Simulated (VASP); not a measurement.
# AlRu in VASP: settings compared

Aim: see how the results for AlRu move with the level of theory and the settings. Levels: r2SCAN, PBEsol. Tasks: single point.

Everything below comes from runs of VASP 6.6.1. Logs are shortened: lines on timing, memory, paths and dates and some standing lists are left out, and cuts for length are marked.

### Step 1. The cell of the first run

It takes space group Pm-3m (No. 221, cubic). The conventional cell has a = 2.992 Å, b = 2.992 Å, c = 2.992 Å, α = 90.00°, β = 90.00°, γ = 90.00°. Ru (site symmetry m-3m) has 8 Al at 2.59 Å and 6 Ru at 2.99 Å within 3.4 Å. Al (site symmetry m-3m) has 8 Ru at 2.59 Å and 6 Al at 2.99 Å within 3.4 Å.

### Step 2. Single point, r2SCAN

Contents of POSCAR:

```
AlRu
1.0
    2.9916000000      0.0000000000      0.0000000000
    0.0000000000      2.9916000000      0.0000000000
    0.0000000000      0.0000000000      2.9916000000
Ru Al
1 1
Direct
    0.5000000000      0.5000000000      0.5000000000
    0.0000000000      0.0000000000      0.0000000000
```

Contents of INCAR.step1:

```
  PREC = Accurate
  ENCUT = 520
  ISMEAR = 0
  SIGMA = 0.1
  LREAL = False
  LASPH = True
  NELM = 80
  NBANDS = 16
  GGA = PE
  ALGO = Normal
  EDIFF = 1E-4
  LWAVE = True
  LCHARG = False
```

Contents of INCAR.step2:

```
  PREC = Accurate
  ENCUT = 520
  EDIFF = 1E-6
  ISMEAR = 0
  SIGMA = 0.1
  LREAL = False
  LASPH = True
  NELM = 80
  ALGO = Normal
  ISIF = 2
  LWAVE = False
  LCHARG = True
  METAGGA = R2SCAN
  LMIXTAU = True
  LELF = True
  LVHAR = True
  NBANDS = 16
  ISTART = 1
```

Contents of KPOINTS:

```
regular mesh
0
Gamma
  15 15 15
```

Potentials or basis: VASP PAW PBE potentials, release 64 (Ru_pv, Al).

The run is started by

```
$ cat potpaw_PBE.64/Ru_pv/POTCAR potpaw_PBE.64/Al/POTCAR > POTCAR
$ cp INCAR.step1 INCAR
$ mpirun -np 1 vasp_std > vasp.out
$ cp INCAR.step2 INCAR
$ mpirun -np 1 vasp_std > vasp.out
```

OUTCAR:

```text
PREC = Accurate
   ENCUT = 520
   EDIFF = 1E-6
   ISMEAR = 0
   LREAL = False
   LASPH = True
   NELM = 80
   ISIF = 2
   METAGGA = R2SCAN
   ISTART = 1

 ion  position               nearest neighbor table
   1  0.500  0.500  0.500-   2 2.59   2 2.59   2 2.59   2 2.59   2 2.59   2 2.59   2 2.59   2 2.59

   2  0.000  0.000  0.000-   1 2.59   1 2.59   1 2.59   1 2.59   1 2.59   1 2.59   1 2.59   1 2.59

  LATTYP: Found a simple cubic cell.
 ALAT       =     2.9916000000

  Lattice vectors:

 A1 = (   2.9916000000,   0.0000000000,   0.0000000000)
 A2 = (   0.0000000000,   2.9916000000,   0.0000000000)
 A3 = (   0.0000000000,   0.0000000000,   2.9916000000)

Analysis of symmetry for initial positions (statically):
=====================================================================
 Subroutine PRICEL returns:
 Original cell was already a primitive cell.

 Routine SETGRP: Setting up the symmetry group for a
 simple cubic supercell.

 Subroutine GETGRP returns: Found 48 space group operations
 (whereof 48 operations were pure point group operations)
 out of a pool of 48 trial point group operations.

The static configuration has the point symmetry O_h .

Analysis of symmetry for dynamics (positions and initial velocities):
=====================================================================
 Subroutine PRICEL returns:
 Original cell was already a primitive cell.

 Routine SETGRP: Setting up the symmetry group for a
 simple cubic supercell.

 Subroutine GETGRP returns: Found 48 space group operations
 (whereof 48 operations were pure point group operations)
 out of a pool of 48 trial point group operations.

The dynamic configuration has the point symmetry O_h .

 Subroutine INISYM returns: Found 48 space group operations
 (whereof 48 operations are pure point group operations),
 and found     1 'primitive' translations

----------------------------------------------------------------------------------------

                                     Primitive cell

  volume of cell :      26.7738

  direct lattice vectors                    reciprocal lattice vectors
     2.991600000  0.000000000  0.000000000     0.334269287  0.000000000  0.000000000
     0.000000000  2.991600000  0.000000000     0.000000000  0.334269287  0.000000000
     0.000000000  0.000000000  2.991600000     0.000000000  0.000000000  0.334269287

  length of vectors
     2.991600000  2.991600000  2.991600000     0.334269287  0.334269287  0.334269287

  position of ions in fractional coordinates (direct lattice)
     0.500000000  0.500000000  0.500000000
     0.000000000  0.000000000  0.000000000

  ion indices of the primitive-cell ions
   primitive index   ion index
                 1           1
                 2           2

----------------------------------------------------------------------------------------

 KPOINTS: regular mesh

Automatic generation of k-mesh.
 Grid dimensions read from file:
 generate k-points for:   15   15   15

 Generating k-lattice:

  Cartesian coordinates                     Fractional coordinates (reciprocal lattice)
     0.022284619  0.000000000  0.000000000     0.066666667  0.000000000  0.000000000
     0.000000000  0.022284619  0.000000000     0.000000000  0.066666667  0.000000000
     0.000000000  0.000000000  0.022284619     0.000000000  0.000000000  0.066666667

  Length of vectors
     0.022284619  0.022284619  0.022284619

  Shift w.r.t. Gamma in fractional coordinates (k-lattice)
     0.000000000  0.000000000  0.000000000

 Subroutine IBZKPT returns following result:
 ===========================================

 Found    120 irreducible k-points:

 Following reciprocal coordinates:
            Coordinates               Weight
  0.000000  0.000000  0.000000      1.000000
  0.066667  0.000000  0.000000      6.000000
  0.133333  0.000000  0.000000      6.000000
  0.200000  0.000000  0.000000      6.000000
  0.266667  0.000000  0.000000      6.000000
  0.333333  0.000000  0.000000      6.000000
[... 16 lines left out ...]
  0.266667  0.200000  0.000000     24.000000
  0.333333  0.200000  0.000000     24.000000
 [... further k-points ...]
   k-points           NKPTS =    120   k-points in BZ     NKDIM =    120   number of bands    NBANDS=     16
   number of dos      NEDOS =    301   number of ions     NIONS =      2
   total plane-waves  NPLWV =  13824
   dimension x,y,z NGX =    24 NGY =   24 NGZ =   24
   dimension x,y,z NGXF=    48 NGYF=   48 NGZF=   48
   ions per type =               1   1
   NGX,Y,Z   is equivalent  to a cutoff of  13.34, 13.34, 13.34 a.u.
   NGXF,Y,Z  is equivalent  to a cutoff of  26.67, 26.67, 26.67 a.u.
 SYSTEM =  unknown system
   PREC   = accura    normal or accurate (medium, high low for compatibility)
   ISTART =      1    job   : 0-new  1-cont  2-samecut
   ICHARG =      0    charge: 1-file 2-atom 10-const
   ISPIN  =      1    spin polarized calculation?
   LNONCOLLINEAR =      F non collinear calculations
   LSORBIT =      F    spin-orbit coupling
   LASPH  =      T    aspherical Exc in radial PAW
   ENCUT  =  520.0 eV  38.22 Ry    6.18 a.u.   5.56  5.56  5.56*2*pi/ulx,y,z
   NELM   =     80;   NELMIN=  2; NELMDL=  0     # of ELM steps
   EDIFF  = 0.1E-05   stopping-criterion for ELM
   LREAL  =      F    real-space projection
   EDIFFG = 0.1E-04   stopping-criterion for IOM
   NSW    =      0    number of steps for IOM
   IBRION =     -1    ionic relax: 0-MD 1-quasi-New 2-CG
   NFREE  =      0    steps in history (QN), initial steepest desc. (CG)
   ISIF   =      2    stress and relaxation
   ISYM   =      2    0-nonsym 1-usesym 2-fastsym
   POTIM  = 0.5000    time-step for ionic-motion
   TEBEG  =    0.0;   TEEND  =   0.0 temperature during run
   PSTRESS=    0.0 pullay stress
   NELECT =      17.0000    total number of electrons
   NUPDOWN=      -1.0000    fix difference up-down
   EMIN   =  10.00;   EMAX   =-10.00  energy-range for DOS
   EFERMI =   0.00;   METHOD = LEGACY
   ISMEAR =     0;   SIGMA  =   0.10  broadening in eV -4-tet -1-fermi 0-gaus
   EFERMI_NEDOS =   21; number of points for ismear=-14 and -15
   IALGO  =     38    algorithm
   IMIX   =      4    mixing-type and parameters
     AMIX     =   0.40;   BMIX     =  1.00
     AMIX_MAG =   1.60;   BMIX_MAG =  1.00
  volume/ion in A,a.u.               =      13.39        90.34
  Fermi-wavevector in a.u.,A,eV,Ry     =   1.407087  2.659009 26.938090  1.979894
  Thomas-Fermi vector in A             =   2.529382
   LORBIT       =      0    0 simple, 1 ext, 2 COOP (PROOUT), +10 PAW based schemes
   METAGGA = R2SCAN    functional components
   LHFCALC =     F    Hartree Fock is set to
   AEXX    =    0.0000 exact exchange contribution
   IVDW    =     0    specifies the selected vdW correction
   LEPSILON=     F    determine dielectric tensor
   LRPA    =     F    only Hartree local field effects (RPA)
 non-spin polarized calculation
 Gauss-broadening in eV      SIGMA  =   0.10
  energy-cutoff  :      520.00
  volume of cell :       26.77
 maximum number of plane-waves:       739
 NGX is ok and might be reduce to    24
   NGX = 11   NGY = 11   NGZ = 11

 number of electron      16.9999995 magnetization

 Free energy of the ion-electron system (eV)
  ---------------------------------------------------
  ext. energy  EPLUGINS =         0.00000000
  ---------------------------------------------------
  free energy    TOTEN  =       -33.61555215 eV

  energy without entropy =      -33.60830142  energy(sigma->0) =      -33.61192679

 E-fermi :  10.5621     XC(G=0): -13.6167

 val. band max:       10.5572703705   @ k =   0.4667   0.1333   0.0667
 cond. band min:      10.5649846764   @ k =   0.4667   0.3333   0.1333
 fundamental gap:      0.0077143059
 Fermi energy:        10.5620649810

 k-point     1 :       0.0000    0.0000    0.0000
  band No.  band energies     occupation
      1     -32.5077      2.00000
      2     -32.5077      2.00000
      3     -32.5077      2.00000
      4       0.3942      2.00000
      5       6.8859      2.00000
      6       6.8859      2.00000
[... 8 lines left out ...]
     15      22.0342      0.00000
     16      27.0412      0.00000

 k-point     2 :       0.0667    0.0000    0.0000
  band No.  band energies     occupation
      1     -32.5179      2.00000
      2     -32.5069      2.00000
      3     -32.5069      2.00000
      4       0.4848      2.00000
      5       6.9156      2.00000
      6       6.9187      2.00000
[... 8 lines left out ...]
     15      22.4136      0.00000
     16      27.3102      0.00000

 k-point     3 :       0.1333    0.0000    0.0000
  band No.  band energies     occupation
      1     -32.5465      2.00000
      2     -32.5044      2.00000
      3     -32.5044      2.00000
      4       0.7530      2.00000
      5       6.9828      2.00000
      6       7.0136      2.00000
[... 8 lines left out ...]
     15      23.1501      0.00000
     16      28.1512      0.00000

 k-point     4 :       0.2000    0.0000    0.0000
  band No.  band energies     occupation
      1     -32.5885      2.00000
      2     -32.5008      2.00000
      3     -32.5008      2.00000
      4       1.1878      2.00000
      5       7.0179      2.00000
      6       7.1592      2.00000
[... 8 lines left out ...]
     15      23.7914      0.00000
     16      28.9346      0.00000

 k-point     5 :       0.2667    0.0000    0.0000
  band No.  band energies     occupation
      1     -32.6364      2.00000
      2     -32.4966      2.00000
      3     -32.4966      2.00000
      4       1.7724      2.00000
      5       6.9080      2.00000
      6       7.3363      2.00000
[... 8 lines left out ...]
     15      24.2461      0.00000
     16      27.6727      0.00000

 k-point     6 :       0.3333    0.0000    0.0000
  band No.  band energies     occupation
      1     -32.6820      2.00000
      2     -32.4927      2.00000
      3     -32.4927      2.00000
      4       2.4839      2.00000
      5       6.5450      2.00000
      6       7.5168      2.00000
[... 8 lines left out ...]
     15      24.5516      0.00000
     16      26.4242      0.00000

 k-point     7 :       0.4000    0.0000    0.0000
  band No.  band energies     occupation
      1     -32.7173      2.00000
      2     -32.4896      2.00000
      3     -32.4896      2.00000
      4       3.2915      2.00000
      5       5.9173      2.00000
      6       7.6669      2.00000
[... 8 lines left out ...]
     15      24.7345      0.00000
     16      25.2599      0.00000

 k-point     8 :       0.4667    0.0000    0.0000
  band No.  band energies     occupation
      1     -32.7366      2.00000
      2     -32.4879      2.00000
      3     -32.4879      2.00000
      4       4.1334      2.00000
      5       5.1376      2.00000
      6       7.7528      2.00000
[... 8 lines left out ...]
     15      24.3528      0.00000
     16      24.3528      0.00000

 k-point     9 :       0.0667    0.0667    0.0000
  band No.  band energies     occupation
      1     -32.5175      2.00000
      2     -32.5165      2.00000
      3     -32.5060      2.00000
      4       0.5749      2.00000
      5       6.9486      2.00000
      6       6.9496      2.00000
[... 8 lines left out ...]
     15      22.5456      0.00000
     16      27.5608      0.00000
[... 172 lines left out ...]
 k-point    19 :       0.3333    0.1333    0.0000
  band No.  band energies     occupation
      1     -32.6774      2.00000
      2     -32.5302      2.00000
      3     -32.4893      2.00000
      4       2.7706      2.00000
      5       6.6181      2.00000
      6       7.6569      2.00000
[... 8 lines left out ...]
     15      25.0939      0.00000
     16      26.0688      0.00000

 k-point    20 :       0.4000    0.1333    0.0000
  band No.  band energies     occupation
      1     -32.7125      2.00000
      2     -32.5268      2.00000
      3     -32.4862      2.00000
      4       3.5440      2.00000
      5       5.9815      2.00000
      6       7.8302      2.00000
[... 8 lines left out ...]
     15      23.8937      0.00000
     16      25.1173      0.00000

 k-point    21 :       0.4667    0.1333    0.0000
  band No.  band energies     occupation
      1     -32.7316      2.00000
      2     -32.5249      2.00000
      3     -32.4845      2.00000
      4       4.3712      2.00000
      5       5.2048      2.00000
      6       7.9414      2.00000
[... 8 lines left out ...]
     15      23.0357      0.00000
     16      24.0816      0.00000

 k-point    22 :       0.2000    0.2000    0.0000
  band No.  band energies     occupation
      1     -32.5830      2.00000
      2     -32.5777      2.00000
      3     -32.4938      2.00000
      4       1.9257      2.00000
      5       7.1825      2.00000
      6       7.4445      2.00000
[... 8 lines left out ...]
     15      25.5424      0.00000
     16      26.6895      0.00000

 k-point    23 :       0.2667    0.2000    0.0000
  band No.  band energies     occupation
      1     -32.6277      2.00000
      2     -32.5753      2.00000
      3     -32.4897      2.00000
      4       2.4593      2.00000
      5       7.0419      2.00000
      6       7.6343      2.00000
[... 8 lines left out ...]
     15      25.5788      0.00000
     16      26.4694      0.00000

 k-point    24 :       0.3333    0.2000    0.0000
  band No.  band energies     occupation
      1     -32.6724      2.00000
      2     -32.5707      2.00000
      3     -32.4857      2.00000
      4       3.0963      2.00000
      5       6.6463      2.00000
      6       7.8349      2.00000
[... 8 lines left out ...]
     15      24.4330      0.00000
     16      26.1383      0.00000

 [... further k-points ...]
[... 5 lines left out ...]
  --------------------------------------------------------------------------------------
  -------------------------------------------------------------------------------------
  Total       -0.3288927     -0.3288927     -0.3288927      0.0000000     -0.0000000      0.0000000
  in kB      -19.6813187    -19.6813187    -19.6813187      0.0000000     -0.0000000      0.0000000
  external PRESSURE =     -19.6813187 kB  Pullay stress =       0.0000000 kB

 VOLUME and BASIS-vectors are now :
 -----------------------------------------------------------------------------
  energy-cutoff  :      520.00
  volume of cell :       26.77
      direct lattice vectors                 reciprocal lattice vectors
     2.991600000  0.000000000  0.000000000     0.334269287  0.000000000  0.000000000
     0.000000000  2.991600000  0.000000000     0.000000000  0.334269287  0.000000000
     0.000000000  0.000000000  2.991600000     0.000000000  0.000000000  0.334269287

 POSITION                                       TOTAL-FORCE (eV/Angst)
 -----------------------------------------------------------------------------------
      1.49580      1.49580      1.49580         0.000000      0.000000      0.000000
      0.00000      0.00000      0.00000         0.000000      0.000000      0.000000
 -----------------------------------------------------------------------------------
    total drift:                                0.000000     -0.000000     -0.000000

  FREE ENERGIE OF THE ION-ELECTRON SYSTEM (eV)
  ---------------------------------------------------
  free  energy   TOTEN  =       -33.6155521539 eV

  energy  without entropy=      -33.6083014198  energy(sigma->0) =      -33.61192679
```

It took 48 s on 1 thread of Intel Xeon 6975P-C (Granite Rapids), shared host; peak memory 0.18 GiB.

What came out:

- Free energy: -33.6156 eV
- Pressure: -2.0 GPa
- Band gap on the k mesh: zero (an odd number of electrons rules out a gap without spin polarisation)

Caveat: the PAW data sets were made with another functional, which shifts forces and pressure a little.

### Step 3. Single point, PBEsol

Contents of INCAR:

```
SYSTEM = AlRu
ALGO = Fast ; EDIFF = 1E-6
ENCUT = 520 ; GGA = PS
ISIF = 2 ; ISMEAR = 0
LASPH = .TRUE. ; LCHARG = .FALSE.
LREAL = .FALSE. ; LWAVE = .FALSE.
NBANDS = 16 ; NELM = 100
PREC = Accurate ; SIGMA = 0.05
```

Contents of KPOINTS:

```
k-points
0
G
  8 8 8
  0 0 0
```

Contents of POSCAR:

```
AlRu
1.0
    2.9916000000      0.0000000000      0.0000000000
    0.0000000000      2.9916000000      0.0000000000
    0.0000000000      0.0000000000      2.9916000000
Ru Al
1 1
Direct
    0.4970030000      0.5110170000      0.4878020000
   -0.0043240000     -0.0088300000      0.0100190000
```

Potentials or basis: VASP PAW PBE potentials, release 64 (Ru_pv, Al).

The run is started by

```
$ cat potpaw_PBE.64/Ru_pv/POTCAR potpaw_PBE.64/Al/POTCAR > POTCAR
$ mpirun -np 1 vasp_std > vasp.out
```

It took 28 s on 1 thread of Intel Xeon 6975P-C (Granite Rapids), shared host; peak memory 0.22 GiB.

It converged, with:

| Item | Value |
| --- | --- |
| Free energy | -15.4458 eV |
| Pressure | -2.3 GPa |
| Largest force | 0.684 eV/Å |
| Band gap on the k mesh | zero (an odd number of electrons rules out a gap without spin polarisation) |

Forces on the atoms (eV/Å):
```
Ru  -0.031 -0.456  0.509
Al   0.031  0.456 -0.509
```

Stress tensor (GPa, compression positive):
```
-2.07  0.04 -0.04
 0.04 -2.42 -0.63
-0.04 -0.63 -2.51
```

Levels at points of the mesh, in eV from the Fermi level:
| k point | band 5 | band 6 | band 7 | band 8 | band 9 | band 10 | band 11 | band 12 | band 13 | band 14 |
| --- | --- | --- | --- | --- | --- | --- | --- | --- | --- | --- |
| (0.00, 0.00, 0.00) | -3.67 | -3.67 | 0.12 | 0.13 | 0.14 | 5.99 | 6.00 | 6.02 | 10.93 | 10.93 |
| (0.50, 0.00, 0.00) | -5.56 | -2.87 | -1.67 | -1.66 | 0.38 | 2.22 | 7.36 | 10.95 | 10.95 | 12.40 |
| (0.00, 0.50, 0.00) | -5.54 | -2.87 | -1.67 | -1.66 | 0.38 | 2.22 | 7.37 | 10.92 | 10.93 | 12.50 |
| (0.00, 0.00, 0.50) | -5.54 | -2.87 | -1.67 | -1.66 | 0.38 | 2.22 | 7.38 | 10.91 | 10.93 | 12.53 |
| (0.50, 0.50, 0.00) | -3.17 | -1.51 | -1.50 | -1.17 | -1.16 | 1.47 | 5.20 | 6.19 | 10.57 | 14.26 |
| (0.00, 0.50, 0.50) | -3.19 | -1.45 | -1.42 | -1.24 | -1.22 | 1.47 | 5.21 | 6.20 | 10.53 | 12.00 |
| (0.50, 0.00, 0.50) | -3.18 | -1.50 | -1.48 | -1.18 | -1.17 | 1.47 | 5.20 | 6.19 | 10.57 | 14.27 |
| (0.50, 0.50, 0.50) | -4.70 | -4.70 | 1.56 | 1.56 | 2.50 | 4.01 | 4.02 | 4.02 | 8.51 | 8.52 |

Caveat: the PAW data sets were made with another functional, which shifts forces and pressure a little.

(Continued in part 2 of 2.)
